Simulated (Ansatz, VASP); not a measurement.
# MoS2: VASP beside Ansatz

POSCAR

```
MoS2
1.0
    1.5814998900      0.9130793900      6.1233282100
   -1.5814998900      0.9130793900      6.1233282100
    0.0000000000     -1.8261587800      6.1233282100
Mo S
1 2
Direct
    0.0000000000      0.0000000000      0.0000000000
    0.7484000000      0.7484000000      0.7484000000
    0.5849000000      0.5849000000      0.5849000000
```

Contents of INCAR.step1:

```
SYSTEM = MoS2
  PREC = Accurate
  ENCUT = 550
  ISMEAR = 0
  SIGMA = 0.05
  LREAL = .False.
  LASPH = .True.
  NELM = 200
  ISPIN = 2
  MAGMOM = 0 0 0
  LMAXMIX = 4
  LDAU = .True.
  LDAUTYPE = 2
  LDAUL = 2 -1
  LDAUU = 3 0
  LDAUJ = 0 0
  NBANDS = 24
  GGA = PE
  ALGO = Normal
  EDIFF = 1E-5
  LWAVE = .True.
  LCHARG = .False.
  GGA_COMPAT = .False.
```

File INCAR.step2:

```
SYSTEM = MoS2
  PREC = Accurate
  ENCUT = 550
  EDIFF = 1E-6
  ISMEAR = 0
  SIGMA = 0.05
  LREAL = .False.
  LASPH = .True.
  NELM = 200
  ALGO = Normal
  ISIF = 2
  LWAVE = .False.
  LCHARG = .False.
  ISPIN = 2
  MAGMOM = 0 0 0
  LORBIT = 11
  LMAXMIX = 4
  LDAU = .True.
  LDAUTYPE = 2
  LDAUL = 2 -1
  LDAUU = 3 0
  LDAUJ = 0 0
  LDAUPRINT = 1
  METAGGA = R2SCAN
  LMIXTAU = .True.
  NBANDS = 24
  ISTART = 1
  GGA_COMPAT = .False.
```

File KPOINTS:

```
Automatic mesh
0
Gamma
  7 7 7
  0 0 0
```

Input for Ansatz:

```yaml
crystal:
  lattice:
    - [1.58149989, 0.91307939, 6.12332821]
    - [-1.58149989, 0.91307939, 6.12332821]
    - [0.0, -1.82615878, 6.12332821]
  atoms:
    - { symbol: Mo, position: [0.0, 0.0, 0.0], spin: 2.0 }
    - { symbol: S, position: [0.7484, 0.7484, 0.7484] }
    - { symbol: S, position: [0.5849, 0.5849, 0.5849] }
basis:
  ecutwfc: 500
  ecutrho_ratio: 4
kpoints:
  mp_grid: { grid: [7, 7, 7] }
hamiltonian:
  xc: r2scan
  hubbard:
    sites:
      - { site: 0, l: d, u_eff: 3.0, starting_ns: [{ spin: up, occupation_matrix: s0up }, { spin: down, occupation_matrix: s0down }] }
    occupation_matrices:
      s0up:
        matrix:
          - [0.97, 0.0, 0.0, 0.0, 0.0]
          - [0.0, 0.02003, 0.0, 0.0, -0.0057]
          - [0.0, 0.0, 0.02, 0.0, 0.0]
          - [0.0, 0.0, 0.0, 0.02, 0.0]
          - [0.0, -0.0057, 0.0, 0.0, 0.96997]
      s0down:
        matrix:
          - [0.02, 0.0, 0.0, 0.0, 0.0]
          - [0.0, 0.02, 0.0, 0.0, 0.0]
          - [0.0, 0.0, 0.02, 0.0, 0.0]
          - [0.0, 0.0, 0.0, 0.02, 0.0]
          - [0.0, 0.0, 0.0, 0.0, 0.02]
    ns_hold: { iters: 10 }
scf:
  occupations: { method: gaussian, width: 0.05 }
  lower_state_search: "off"
  max_iter: 150
output:
  forces: true
  stress: true
  eigenvalues: true
  populations: true
  hubbard: { sites: [{ site: 0, l: d }] }
  write_density: true
  write_potential: true
  elf: true
  volumetric_format: npy
magnetization:
  spin_polarized: true
```

Alike in both runs: task single point; functional r2SCAN; k mesh 7 × 7 × 7; occupations gaussian, width 0.05 eV; collinear spin; Hubbard terms Mo d U = 3.0 eV.

|  | VASP | Ansatz |
| --- | --- | --- |
| version | VASP 6.6.1 | Ansatz 0.2.0 |
| potentials or method | VASP PAW PBE potentials, release 64 (Mo_sv, S), cutoff 550 eV | scalar-relativistic, plane waves, PAW |
| valence electrons in the cell | 26 | 26 |

```csv
,VASP,Ansatz,Ansatz less VASP
gap on the k mesh at the Fermi level (eV),1.02,0.97,-0.054
least direct gap on the mesh (eV),2.18,2.14,-0.041
pressure (GPa),10.1,8.1,-1.97
"traceless stress, the component that is largest in VASP (GPa)",3.86,3.77,-0.084
rms of the force components (eV/Å),0.650,0.544,-0.1059
net moment per atom (μB),0.00,0.00,0.000
```

VASP's potentials were made for PBE, not for r2SCAN. The programs project onto different local orbitals, so the same U acts differently, and such runs can settle in different states. Atom by atom the forces differ by 0.106 eV/Å (rms over components). Ansatz's warnings: seeded moment not kept, specified occupation not kept, stability check not made, symmetry narrowed by occupation matrices.
